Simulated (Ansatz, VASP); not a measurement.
## Two plane-wave programs on GaAs

Contents of INCAR:

```
SYSTEM = GaAs
PREC = Accurate
ENCUT = 600
EDIFF = 1E-6
ISMEAR = -1
SIGMA = 0.05
LREAL = .FALSE.
LASPH = .TRUE.
NELM = 80
ALGO = Normal
ISIF = 3
LWAVE = .FALSE.
LCHARG = .FALSE.
GGA = PS
IBRION = 2
NSW = 100
EDIFFG = -0.002
```

Contents of KPOINTS:

```
regular mesh
0
G
  14 14 14
  0 0 0
```

POSCAR

```
GaAs
1.0
    0.0000000000      2.8268500000      2.8268500000
    2.8268500000      0.0000000000      2.8268500000
    2.8268500000      2.8268500000      0.0000000000
Ga As
1 1
Direct
    0.0000000000      0.0000000000      0.0000000000
    0.7500000000      0.7500000000      0.7500000000
```

Input for Ansatz:

```yaml
crystal:
  lattice:
    - [0.0, 2.82685, 2.82685]
    - [2.82685, 0.0, 2.82685]
    - [2.82685, 2.82685, 0.0]
  atoms:
    - { symbol: Ga, position: [0.0, 0.0, 0.0] }
    - { symbol: As, position: [0.75, 0.75, 0.75] }
kpoints:
  mp_grid: { grid: [14, 14, 14] }
scf:
  occupations: { method: fermi_dirac, width: 0.05 }
hamiltonian:
  xc: pbesol
  pseudopotentials: { kind: paw }
relax:
  f_tol: 0.002
  max_steps: 80
  cell: {}
output:
  forces: true
  stress: true
```

Alike in both runs: task relaxation of cell and atoms; functional PBEsol; k mesh 14 × 14 × 14; occupations fermi-dirac, width 0.05 eV; no spin polarisation.

|  | VASP | Ansatz |
| --- | --- | --- |
| version | VASP 6.6.1 | Ansatz 0.2.0 |
| potentials or method | VASP PAW PBE potentials, release 64 (Ga_d, As) | PAW with Ansatz's default frozen-core files, scalar-relativistic |
| plane-wave cutoff (eV) | 600 | 420 |
| valence electrons in the cell | 18 | 28 |

VASP gave:

```
relaxed volume (Å³/atom)                                     : 22.70
relaxed cell length with the largest relative difference (Å) : 4.004
```

Task: Estimate Ansatz's values.

Result: Relaxed volume (Å³/atom): 22.65; relaxed cell length with the largest relative difference (Å): 4.001.

VASP's potentials were made for PBE, not for PBEsol. VASP's potentials hold 18 valence electrons a cell and Ansatz's 28, so a difference there can come from the potentials and not from the codes.
